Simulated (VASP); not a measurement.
# GaAs (F-43m) in VASP: notebook, part 3 of 3

VASP 6.6.1. The steps go on from the part before.

## (5) Vibrations by perturbation theory, LDA

This run uses another cell than the first one, of 20.33 Å³/atom.

INCAR

```
SYSTEM = GaAs
  PREC = Accurate
  ENCUT = 520
  EDIFF = 1E-8
  ISMEAR = 0
  SIGMA = 0.01
  LREAL = .False.
  LASPH = .True.
  NELM = 80
  ALGO = Normal
  ISIF = 2
  LWAVE = .False.
  LCHARG = .False.
  IBRION = 8
  NSW = 1
  LEPSILON = .True.
```

KPOINTS

```
Automatic mesh
0
Gamma
  12 12 12
  0 0 0
```

POSCAR

```
GaAs
1.0
    0.0000000000      2.7291895173      2.7291895173
    2.7291895173      0.0000000000      2.7291895173
    2.7291895173      2.7291895173      0.0000000000
Ga As
1 1
Direct
    0.0000000000      0.0000000000      0.0000000000
    0.7500000000      0.7500000000      0.7500000000
```

Potentials or basis: VASP PAW LDA potentials, release 64 (Ga_d, As).

Command:

```
> cat potpaw_LDA.64/Ga_d/POTCAR potpaw_LDA.64/As/POTCAR > POTCAR
> mpirun -np 1 vasp_std > vasp.out
```

OUTCAR:

```text
SYSTEM = GaAs
   PREC = Accurate
   ENCUT = 520
   EDIFF = 1E-8
   ISMEAR = 0
   LREAL = .False.
   LASPH = .True.
   NELM = 80
   ISIF = 2
   IBRION = 8
   NSW = 1
   LEPSILON = .True.

 ion  position               nearest neighbor table
   1  0.000  0.000  0.000-   2 2.36   2 2.36   2 2.36   2 2.36
   2  0.750  0.750  0.750-   1 2.36   1 2.36   1 2.36   1 2.36

  LATTYP: Found a face centered cubic cell.
 ALAT       =     5.4583790346

  Lattice vectors:

 A1 = (   0.0000000000,   2.7291895173,   2.7291895173)
 A2 = (   2.7291895173,   0.0000000000,   2.7291895173)
 A3 = (   2.7291895173,   2.7291895173,   0.0000000000)

Analysis of symmetry for initial positions (statically):
=====================================================================
 Subroutine PRICEL returns:
 Original cell was already a primitive cell.

 Routine SETGRP: Setting up the symmetry group for a
 face centered cubic supercell.

[... 682 lines left out ...]
 SECOND DERIVATIVES (NOT SYMMETRIZED)
 ------------------------------------
               1X          1Y          1Z          2X          2Y          2Z
  1X   -11.722771    0.000000    0.000000   11.722771    0.000000    0.000000
  1Y     0.000000  -11.722771    0.000000    0.000000   11.722771    0.000000
  1Z     0.000000    0.000000  -11.722771    0.000000    0.000000   11.722771
  2X    11.737348    0.000000    0.000000  -11.737348    0.000000    0.000000
  2Y     0.000000   11.737348    0.000000    0.000000  -11.737348    0.000000
  2Z     0.000000    0.000000   11.737348    0.000000    0.000000  -11.737348

 Eigenvectors and eigenvalues of the dynamical matrix
 ----------------------------------------------------

   1 f  =    8.909534 THz    55.980255 2PiTHz  297.190074 cm-1    36.846857 meV
             X         Y         Z           dx          dy          dz
      0.000000  0.000000  0.000000     0.000000    0.244559    0.676648
      4.093784  4.093784  4.093784    -0.000000   -0.236067   -0.653155
[... 21 lines left out ...]
   6 f/i=    0.002766 THz     0.017380 2PiTHz    0.092267 cm-1     0.011440 meV
             X         Y         Z           dx          dy          dz
      0.000000  0.000000  0.000000     0.289135   -0.560776   -0.290292
      4.093784  4.093784  4.093784     0.299535   -0.580947   -0.300734

--------------------------------------------------------------------------------------------------------

 MACROSCOPIC STATIC DIELECTRIC TENSOR IONIC CONTRIBUTION
 ------------------------------------------------------
           1.393066     0.000000    -0.000000
           0.000000     1.393066     0.000000
          -0.000000     0.000000     1.393066
 ------------------------------------------------------

 ELASTIC MODULI CONTR FROM IONIC RELAXATION (kBar)
 Direction    XX          YY          ZZ          XY          YZ          ZX
 --------------------------------------------------------------------------------
 XX          -0.0000      0.0000      0.0000     -0.0000      0.0000     -0.0000
 YY           0.0000     -0.0000     -0.0000     -0.0000     -0.0000      0.0000
 ZZ           0.0000     -0.0000     -0.0000      0.0000     -0.0000     -0.0000
 XY          -0.0000     -0.0000      0.0000   -389.2657      0.0000      0.0000
 YZ           0.0000     -0.0000     -0.0000      0.0000   -389.2657      0.0000
 ZX          -0.0000      0.0000     -0.0000      0.0000      0.0000   -389.2657
 --------------------------------------------------------------------------------

 PIEZOELECTRIC TENSOR IONIC CONTR  for field in x, y, z        (C/m^2)
          XX          YY          ZZ          XY          YZ          ZX
  --------------------------------------------------------------------------------
  x     0.00000    -0.00000    -0.00000     0.00000    -0.69292     0.00000
  y    -0.00000     0.00000    -0.00000    -0.00000    -0.00000    -0.69292
  z    -0.00000    -0.00000     0.00000    -0.69292     0.00000     0.00000
```

OSZICAR:

```text
N       E                     dE             d eps       ncg     rms          rms(c)
DAV:   1     0.803272608396E+02    0.80327E+02   -0.93185E+03  1904   0.196E+03
DAV:   2    -0.347351264093E+01   -0.83801E+02   -0.80892E+02  2032   0.328E+02
DAV:   3    -0.972164619662E+01   -0.62481E+01   -0.61974E+01  2322   0.767E+01
DAV:   4    -0.983088542970E+01   -0.10924E+00   -0.10918E+00  2166   0.109E+01
[... 188 lines left out ...]
RMM:   7    -0.445688690158E-01   -0.11726E-05    0.52644E-08 14203   0.263E-03    0.461E-04
RMM:   8    -0.445669328620E-01    0.19362E-05    0.12982E-07 14327   0.983E-04    0.380E-05
RMM:   9    -0.445668329311E-01    0.99931E-07    0.13724E-08 14745   0.306E-04    0.186E-05
RMM:  10    -0.445667667169E-01    0.66214E-07    0.30707E-09 14150   0.111E-04    0.517E-06
RMM:  11    -0.445667615559E-01    0.51610E-08    0.10864E-09 14325   0.415E-05    0.167E-06
 Linear response finished
```

stdout:

```text
POSCAR found type information on POSCAR GaAs
 POSCAR found :  2 types and       2 ions
 scaLAPACK will be used
 LDA part: xc-table for (Slater(with rela. corr.)+CA(PZ))
 , standard interpolation
 POSCAR, INCAR and KPOINTS ok, starting setup
 FFT: planning ... GRIDC
 FFT: planning ... GRID_SOFT
 FFT: planning ... GRID
 WAVECAR not read
 entering main loop
[... 23 lines left out ...]
  Direction:   3
 dielectric tensor                  component  3 :     2.668     2.818    12.703
 Linear response DOF=           2
 Linear response progress:
 first order change of Fermi-energy   0.10199E-03
 force on displaced ion       1 direction 1 : -11.723  -0.000  -0.000
 Born effective charge ion    1 direction 1 :   1.896   0.000   0.000
 Linear response progress:
 first order change of Fermi-energy  -0.38528E-04
 force on displaced ion       2 direction 1 : -11.737   0.000   0.000
 Born effective charge ion    2 direction 1 :  -1.930   0.000   0.000
 Born effective charges drift removed
 Linear response finished
```

It took 24 min on 1 thread of Intel Xeon Platinum 8259CL at 2.50GHz (Skylake/Cascade Lake), shared host; peak memory 0.47 GiB.

What came out:

```
Electronic dielectric tensor (diagonal)                 : 12.70
Born charges (mean of the diagonal)                     : Ga +1.92; As -1.92 e
Highest phonon frequency at Γ, LO-TO splitting left out : 297 cm⁻¹
```

Phonon frequencies in cm⁻¹ (negative: imaginary):
| q point | frequencies |
| --- | --- |
| (0.000, 0.000, 0.000) | 0 0 0 297 297 297 |

Electronic dielectric tensor:
```
12.70  0.00  0.00
 0.00 12.70  0.00
 0.00  0.00 12.70
```

Born effective charge tensors (e):
atom 1, Ga
```
1.92 0.00 0.00
0.00 1.92 0.00
0.00 0.00 1.92
```
atom 2, As
```
-1.92  0.00  0.00
 0.00 -1.92  0.00
 0.00  0.00 -1.92
```

Caveat: the cell stands under pressure or tension, which shifts response properties.
